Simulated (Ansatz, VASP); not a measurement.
**One calculation of Sc3W, two programs**

```xyz
4
Lattice="4.3614 0.0000 0.0000 0.0000 4.3614 0.0000 0.0000 0.0000 4.3614" Properties=species:S:1:pos:R:3 pbc="T T T"
Sc    2.1807    0.0000    2.1807
Sc    0.0000    2.1807    2.1807
Sc    2.1807    2.1807    0.0000
W     0.0000    0.0000    0.0000
```

Change from the starting cell: species swapped into the Dy3Ho type (Pm-3m, No. 221).

Alike in both runs: functional PBE; k mesh 10 × 10 × 10; occupations gaussian, width 0.1 eV; no spin polarisation.

Ansatz relaxed the structure, and its values are those at the end. VASP's run is a single point on that final structure, the one shown.

|  | VASP | Ansatz |
| --- | --- | --- |
| version | VASP 6.6.1 | Ansatz 0.2.0 |
| potentials or method | VASP PAW PBE potentials, release 64 (Sc_sv, W_sv), cutoff 520 eV | scalar-relativistic, plane waves, PAW |
| valence electrons in the cell | 47 | 47 |

```csv
,VASP,Ansatz,Ansatz less VASP
gap on the k mesh at the Fermi level (eV),none,none,-
pressure (GPa),0.1,0.0,-0.12
```

A gap of «none» marks a metal or a gap that the smearing closes. The functional is the same, so the differences come from potentials, cutoffs and numerics.

Neither program's run includes spin-orbit coupling.
